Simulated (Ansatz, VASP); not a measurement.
**Ag: VASP beside Ansatz**

```
Ag
1.0
     0.00000    2.05218    2.05218
     2.05218    0.00000    2.05218
     2.05218    2.05218    0.00000
Ag
1
Direct
  0.00000 0.00000 0.00000
```

Alike in both runs: task single point; functional PBE; dispersion D3(BJ); k mesh 8 × 8 × 8; occupations gaussian, width 0.1 eV; no spin polarisation.

```csv
,VASP,Ansatz
version,VASP 6.6.1,Ansatz 0.2.0
potentials or method,"VASP PAW PBE potentials, release 64 (Ag), cutoff 500 eV","scalar-relativistic, plane waves, PAW"
valence electrons in the cell,11,19
```

```csv
,VASP,Ansatz,Ansatz less VASP
gap on the k mesh at the Fermi level (eV),none,none,-
pressure (GPa),-2.0,-1.9,+0.11
```

A gap of «none» marks a metal or a gap that the smearing closes. VASP's potentials hold 11 valence electrons a cell and Ansatz's 19, so a difference there can come from the potentials and not from the codes.
